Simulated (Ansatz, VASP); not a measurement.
One calculation of SrTiO3, two programs

INCAR

```
  ALGO = Normal
  EDIFF = 1E-6
  ENCUT = 520
  GGA = PE
  ISIF = 2
  ISMEAR = 0
  LASPH = T
  LCHARG = F
  LREAL = F
  LWAVE = F
  NBANDS = 28
  NELM = 100
  PREC = Accurate
  SIGMA = 0.1
```

KPOINTS

```
k-points
0
Gamma
  6 6 6
```

POSCAR

```
SrTiO3
1.0
    3.9127013100      0.0000000000      0.0000000000
    0.0000000000      3.9127013100      0.0000000000
    0.0000000000      0.0000000000      3.9127013100
Sr Ti O
1 1 3
Direct
    0.0000000000      0.0000000000      0.0000000000
    0.5000000000      0.5000000000      0.5000000000
    0.5000000000      0.0000000000      0.5000000000
    0.5000000000      0.5000000000      0.0000000000
    0.0000000000      0.5000000000      0.5000000000
```

Input for Ansatz:

```yaml
crystal:
  lattice:
    - [3.91270131, 0.0, 0.0]
    - [0.0, 3.91270131, 0.0]
    - [0.0, 0.0, 3.91270131]
  atoms:
    - { symbol: Sr, position: [0.0, 0.0, 0.0] }
    - { symbol: Ti, position: [0.5, 0.5, 0.5] }
    - { symbol: O, position: [0.5, 0.0, 0.5] }
    - { symbol: O, position: [0.5, 0.5, 0.0] }
    - { symbol: O, position: [0.0, 0.5, 0.5] }
basis:
  ecutwfc: 420
kpoints:
  mp_grid: { grid: [6, 6, 6] }
hamiltonian:
  xc: pbe
scf:
  occupations: { method: gaussian, width: 0.1 }
output:
  forces: true
  stress: true
  eigenvalues: true
```

Alike in both runs: task single point; functional PBE; k mesh 6 × 6 × 6; occupations gaussian, width 0.1 eV; no spin polarisation.

|  | VASP | Ansatz |
| --- | --- | --- |
| version | VASP 6.6.1 | Ansatz 0.2.0 |
| potentials or method | VASP PAW PBE potentials, release 64 (Sr_sv, Ti_sv, O), cutoff 520 eV | scalar-relativistic, plane waves, PAW |
| valence electrons in the cell | 40 | 40 |

VASP gave:

- gap on the k mesh at the Fermi level (eV): 1.84
- least direct gap on the mesh (eV): 2.20
- pressure (GPa): 3.9

Q: What did Ansatz give for the same quantities?

A: gap on the k mesh at the Fermi level (eV): 1.87; least direct gap on the mesh (eV): 2.22; pressure (GPa): 3.2.

The functional is the same, so the differences come from potentials, cutoffs and numerics.
